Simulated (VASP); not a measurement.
Runs of VASP 6.6.1 on ZrC. The structure is that of space group Fm-3m (No. 225), or close to it. The cells are those of the table. 

```tsv
task	cell	k mesh	cutoff (eV)	gap on the mesh (eV)	pressure (GPa)	relaxed volume (Å³/atom)
single point	a = 3.304 Å, angles 60.0°, 2 atoms	20 × 20 × 20	520	none	(a)	-
single point	a = 3.306 Å, angles 60.0°, 2 atoms	6 × 6 × 6	600	none	-0.1	-
relaxation of cell and atoms	relaxed from a = 3.306 Å, angles 60.0°, 2 atoms	20 × 20 × 20	600	none	0.0	12.76
relaxation of cell and atoms	relaxed from a = 3.332 Å, angles 60.0°, 2 atoms	6 × 6 × 6	600	none	-0.1	12.77
single point	a = 3.332 Å, angles 60.0°, 2 atoms	6 × 6 × 6	600	none	-5.4	-
```

Alike in all rows: level PBE+D3(BJ); potentials or basis VASP PAW PBE potentials, release 64 (Zr_sv, C); no spin polarisation; smearing gaussian 0.1 eV.

Question: Estimate the missing entries.

Answer: (a) 0.3.

Caveats: some runs use coarse meshes; pairwise dispersion overbinds metals, which lowers pressure and volume.

A k mesh can miss the band edges, and the runs leave out spin-orbit coupling on Zr.

A gap of «none» marks levels without a gap at the run's occupations.
